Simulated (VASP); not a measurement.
## PtS2: single point with PBE

The system is PtS2.

```
Pt S
1.0
     3.55264    0.00000    0.00000
    -1.77632    3.07668    0.00000
     0.00000    0.00000    5.12271
Pt S
1 2
Direct
  0.00000 0.00000 0.00000
  0.33333 0.66667 0.23926
  0.66667 0.33333 0.76074
```

```yaml
Program: VASP 6.6.1
Task: single point
Functional: PBE
Potentials_or_basis: VASP PAW PBE potentials, release 64 (Pt, S)
Cutoff: 520 eV
k_mesh: 12 × 12 × 6
Occupations: fermi-dirac, width 0.02 eV
Spin: no spin polarisation
Dipole_correction: no
Further_INCAR_settings: ALGO = Normal; EDIFF = 1e-07; NBANDS = 18
```

```json
{
 "Pressure": "3.2 GPa",
 "Largest force": "0.026 eV/Å",
 "Band gap on the k mesh": "0.71 eV (least direct gap 0.97 eV)"
}
```

Forces in eV/Å, atoms in the order of the input:
```
Pt   0.000  0.000  0.000
S    0.000  0.000  0.026
S    0.000  0.000 -0.026
```

Stress tensor (GPa, compression positive):
```
3.63 0.00 0.00
0.00 3.63 0.00
0.00 0.00 2.31
```

Levels at points of the mesh, in eV from the valence-band top:
```tsv
k point	band 7	band 8	band 9	band 10	band 11	band 12	band 13	band 14	band 15	band 16
(0.00, 0.00, 0.00)	-3.72	-1.98	-1.03	-1.03	-0.02	2.12	2.12	4.77	5.43	8.08
(0.50, 0.00, 0.00)	-3.15	-3.09	-3.02	-2.92	-2.40	1.56	2.57	5.44	6.46	8.20
(0.00, 0.00, 0.50)	-3.74	-2.57	-1.26	-1.26	-1.11	2.64	2.64	5.57	7.08	7.77
(0.50, 0.00, 0.50)	-3.09	-3.03	-2.70	-2.66	-1.42	1.75	2.23	5.08	5.49	7.63
```

Wall time 38 s on 1 thread of AMD EPYC 9R45 96-Core Processor (Zen 5) (shared host), peak memory 0.22 GiB.

Caveat: the cell stands under pressure; spin-orbit coupling is left out, which moves the levels of the heavy elements. A k mesh can miss the band edges.
